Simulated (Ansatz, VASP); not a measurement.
# Os: VASP beside Ansatz

```xyz
2
Lattice="0.0000 2.2050 2.2050 2.2050 0.0000 2.2050 2.2050 2.2050 0.0000" Properties=species:S:1:pos:R:3 pbc="T T T"
Os   -0.5512   -0.5512   -0.5512
Os    0.5512    0.5512    0.5512
```

Change from the starting cell: volume scaled by 0.5, LAPW.

Alike in both runs: task single point; functional PBE; k mesh 13 × 13 × 13; occupations fermi-dirac, width 0.08 eV; no spin polarisation.

|  | VASP | Ansatz |
| --- | --- | --- |
| version | VASP 6.6.1 | Ansatz 0.2.0 |
| potentials or method | VASP PAW PBE potentials, release 64 (Os), cutoff 520 eV | all-electron LAPW, scalar-relativistic |

|  | VASP | Ansatz | Ansatz less VASP |
| --- | --- | --- | --- |
| pressure (GPa) | 569.7 | 638.3 | +68.58 |

The pressures are high and differ by over a tenth, so treat them with care. Ansatz ran all-electron here, and VASP with PAW potentials.

Spin-orbit coupling is off throughout. Noted on VASP's run: the cell as given lies far from equilibrium.
